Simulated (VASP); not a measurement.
A run of VASP 6.6.1 is set up as follows.

INCAR

```
PREC = Accurate
ENCUT = 520
EDIFF = 1E-8
ISMEAR = 0
SIGMA = 0.01
LREAL = False
LASPH = True
NELM = 100
ALGO = Normal
ISIF = 2
LWAVE = False
LCHARG = False
GGA = PE
LEPSILON = True
```

KPOINTS

```
Automatic mesh
0
Gamma
  6 6 4
```

POSCAR

```
AgCl
1.0
    4.5183990750      0.0000000000      0.0000000000
   -2.2591995375      3.9130483834      0.0000000000
    0.0000000000      0.0000000000      5.7230251153
Ag Cl
2 2
Direct
    0.3333333333      0.6666666667      0.2500000000
    0.6666666667      0.3333333333      0.7500000000
    0.6666666667      0.3333333333      0.2500000000
    0.3333333333      0.6666666667      0.7500000000
```

Potentials or basis: VASP PAW PBE potentials, release 64 (Ag, Cl).

The run is started by

```console
$ cat potpaw_PBE.64/Ag/POTCAR potpaw_PBE.64/Cl/POTCAR > POTCAR
$ mpirun -np 1 vasp_std > vasp.out
```

Problem. What does it give for the electronic dielectric tensor (diagonal)?

Solution. 4.12, 4.12, 4.21.

Problem. Predict the Born charges (mean of the diagonal).

Solution. Ag +1.32; Cl -1.32 e.

Problem. Predict the band gap on the k mesh.

Solution. 1.36 eV, indirect (least direct gap 1.39 eV).

Electronic dielectric tensor:
```
4.12 0.00 0.00
0.00 4.12 0.00
0.00 0.00 4.21
```

A k mesh can miss the band edges. A hybrid or GW would open this gap; PBE tends to underestimate it.
